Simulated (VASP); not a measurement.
Crystal: SnO2.

```
Sn O
1.0
     0.00000    2.57415    2.57415
     2.57415    0.00000    2.57415
     2.57415    2.57415    0.00000
Sn O
1 2
Direct
  0.00000 0.00000 0.00000
  0.75000 0.75000 0.75000
  0.25000 0.25000 0.25000
```

| Quantity | Value |
| --- | --- |
| Program | VASP 6.6.1 |
| Task | relaxation of cell and atoms |
| Functional | PBEsol |
| Dispersion | D4 |
| Potentials or basis | VASP PAW PBE potentials, release 64 (Sn_d, O) |
| Cutoff | 600 eV |
| k mesh | 9 × 9 × 9 |
| Occupations | fermi-dirac, width 0.05 eV |
| Spin | no spin polarisation |

At the start: pressure -8.8 GPa; volume 11.37 Å³/atom.

Where does the relaxation end?

Over 3 steps the energy falls by 14.7 meV/atom and the volume is 10.86 Å³/atom (-4.5 %); space group Fm-3m (No. 225, to 0.05 Å).

The path:
```csv
step,energy change (eV),largest force (eV/Å),pressure (GPa),volume (Å³)
1,0.0000,0.0000,-8.76,34.11
2,0.0023,0.0000,10.80,31.14
3,-0.0440,0.0000,-0.07,32.59
```

Final structure:
```
Sn O
1.0
     0.00000    2.53517    2.53517
     2.53517    0.00000    2.53517
     2.53517    2.53517    0.00000
Sn O
1 2
Direct
  0.00000 0.00000 0.00000
  0.75000 0.75000 0.75000
  0.25000 0.25000 0.25000
```

Caveat: the PAW data sets were made with another functional, which shifts forces and pressure a little.
